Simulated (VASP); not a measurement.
Set up this calculation in VASP 6.6.1, as the native input.

```yaml
Task: single point
Functional: PBE
Potentials_or_basis: VASP PAW PBE potentials, release 64 (Li_sv, Sb, O)
Cutoff: 520 eV
k_mesh: 4 × 4 × 4
Occupations: gaussian, width 0.1 eV
Spin: no spin polarisation
Dipole_correction: no
Further_INCAR_settings: ALGO = Normal; EDIFF = 1e-07; NBANDS = 22
```

The structure of Li5SbO lies in POSCAR:

```
Li5SbO
1.0
    4.8626665200      0.0000000000      0.0000000000
    0.0000000000      4.8626665200      0.0000000000
    0.0000000000      0.0000000000      4.5942536300
Li Sb O
5 1 1
Direct
    0.0000000000      0.5000000000      0.2694540300
    0.5000000000      0.0000000000      0.2694540300
    0.0000000000      0.5000000000      0.7305459700
    0.5000000000      0.0000000000      0.7305459700
    0.5000000000      0.5000000000      0.5000000000
    0.0000000000      0.0000000000      0.0000000000
    0.0000000000      0.0000000000      0.5000000000
```

The cell was built from a structure type or drawn by symmetry, and may not be a known phase.

These files were run (other wordings do the same):

INCAR

```
SYSTEM = Li5SbO
PREC     = Accurate       ! precision mode
ENCUT    = 520            ! plane-wave cutoff, eV
EDIFF    = 1E-7           ! SCF threshold, eV
ISMEAR   = 0              ! smearing method
SIGMA    = 0.1            ! smearing width, eV
LREAL    = .FALSE.        ! projectors in reciprocal space
LASPH    = .TRUE.         ! aspherical terms in the spheres
NELM     = 100            ! most SCF steps
ALGO     = Normal         ! electronic algorithm
ISIF     = 2              ! what is computed and relaxed
LWAVE    = .FALSE.        ! write WAVECAR
LCHARG   = .FALSE.        ! write CHGCAR
GGA      = PE             ! functional
NBANDS   = 22             ! bands
```

KPOINTS

```
regular mesh
0
G
  4 4 4
  0 0 0
```

Potentials or basis: VASP PAW PBE potentials, release 64 (Li_sv, Sb, O).

Launch:

```sh
$ cat potpaw_PBE.64/Li_sv/POTCAR potpaw_PBE.64/Sb/POTCAR potpaw_PBE.64/O/POTCAR > POTCAR
$ mpirun -np 1 vasp_std > vasp.out
```

Results of the run:

```
Largest force          : 0.959 eV/Å
Band gap on the k mesh : zero (bands 13 and 14 overlap by 0.76 eV)
```

Caveat: spin-orbit coupling is left out, which moves the levels of the heavy elements.

It took 76 s on 1 thread of AMD EPYC 7R13 (shared host), peak memory 0.19 GiB.
